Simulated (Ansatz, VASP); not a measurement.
**Na2S in VASP and in Ansatz**

```
S Na
1.0
     0.00000    3.25543    3.25543
     3.25543    0.00000    3.25543
     3.25543    3.25543    0.00000
S Na
1 2
Direct
  0.00000 0.00000 0.00000
  0.25000 0.25000 0.25000
  0.75000 0.75000 0.75000
```

Alike in both runs: task single point; functional r2SCAN50; k mesh 4 × 4 × 4; no spin polarisation.

|  | VASP | Ansatz |
| --- | --- | --- |
| version | VASP 6.6.1 | Ansatz 0.2.0 |
| potentials or method | VASP PAW PBE potentials, release 64 (S, Na_pv) | plane waves |
| plane-wave cutoff (eV) | 440 | 500 |
| occupations | gaussian, width 0.01 eV | fixed |
| valence electrons in the cell | 20 | 24 |

|  | VASP | Ansatz | Ansatz less VASP |
| --- | --- | --- | --- |
| gap on the k mesh at the Fermi level (eV) | 6.02 | 5.97 | -0.042 |
| pressure (GPa) | -0.7 | -0.6 | +0.13 |

VASP's potentials were made for PBE, not for r2SCAN50. VASP's potentials hold 20 valence electrons a cell and Ansatz's 24, so a difference there can come from the potentials and not from the codes. Ansatz's warnings: stress exchange threshold loose, stress scf threshold loose.
